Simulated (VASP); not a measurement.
SiMo3: relaxation of cell and atoms with PBE

The system is SiMo3.

```
Si Mo
1.0
    -2.67009    2.67009    2.67009
     2.67009   -2.67009    2.67009
     2.67009    2.67009   -2.67009
Si Mo
1 3
Cartesian
  0.0000 0.0000 0.0000
  2.6701 0.0000 0.0000
  0.0000 2.6701 0.0000
  0.0000 0.0000 2.6701
```

```
Program                : VASP 6.6.1
Task                   : relaxation of cell and atoms
Functional             : PBE
Potentials or basis    : VASP PAW PBE potentials, release 64 (Si, Mo_sv)
Cutoff                 : 600 eV
k mesh                 : 4 × 4 × 4
Occupations            : gaussian, width 0.1 eV
Spin                   : no spin polarisation
Dipole correction      : no
Further INCAR settings : ALGO = Normal; EDIFF = 1e-06; IBRION = 2; EDIFFG = -0.04; NSW = 90; ISIF = 3
```

```json
{
 "Relaxed volume": "17.23 Å³/atom",
 "Relaxed cell": "a = 4.473 Å, b = 4.473 Å, c = 4.473 Å, α = 109.47°, β = 109.47°, γ = 109.47°",
 "Space group after relaxing (to 0.05 Å)": "Im-3m (No. 229)",
 "Energy gained by relaxing": "85.4 meV/atom",
 "Ionic steps": "4",
 "Pressure after relaxing": "-0.1 GPa",
 "Band gap on the k mesh": "zero (band 23 reaches 10.82 eV, above the bottom of band 24 at 9.72 eV)"
}
```

Step by step:
| step | energy change (eV) | largest force (eV/Å) | pressure (GPa) | volume (Å³) |
| --- | --- | --- | --- | --- |
| 1 | 0.0000 | 0.0000 | -13.74 | 76.14 |
| 2 | 0.5149 | 0.0000 | 33.29 | 59.53 |
| 3 | -0.3412 | 0.0000 | -0.68 | 69.14 |
| 4 | -0.3418 | 0.0000 | -0.11 | 68.90 |

Final structure:
```yaml
crystal:
  lattice:
    - [-2.58263, 2.58263, 2.58263]
    - [2.58263, -2.58263, 2.58263]
    - [2.58263, 2.58263, -2.58263]
  atoms:
    - { symbol: Si, position: [0.00000, 0.00000, 0.00000] }
    - { symbol: Mo, position: [0.00000, 0.50000, 0.50000] }
    - { symbol: Mo, position: [0.50000, 0.00000, 0.50000] }
    - { symbol: Mo, position: [0.50000, 0.50000, 0.00000] }
```

Levels at points of the mesh, in eV from the Fermi level:
```tsv
k point	band 19	band 20	band 21	band 22	band 23	band 24	band 25	band 26
(0.00, 0.00, 0.00)	-3.48	0.01	0.01	0.01	0.79	0.79	1.48	1.48
(0.50, 0.00, 0.00)	-1.80	-1.20	-0.72	-0.48	-0.36	-0.31	0.02	0.91
(0.50, 0.50, 0.50)	-2.87	-2.29	-2.29	-2.29	0.41	0.41	0.81	0.81
```

It took 89 s on 1 thread of Intel(R) Xeon(R) Platinum 8259CL CPU @ 2.50GHz (Skylake/Cascade Lake), with other jobs on the host, peak memory 0.25 GiB.

Caveat: the k points lie up to 0.43 Å⁻¹ apart in the final cell.
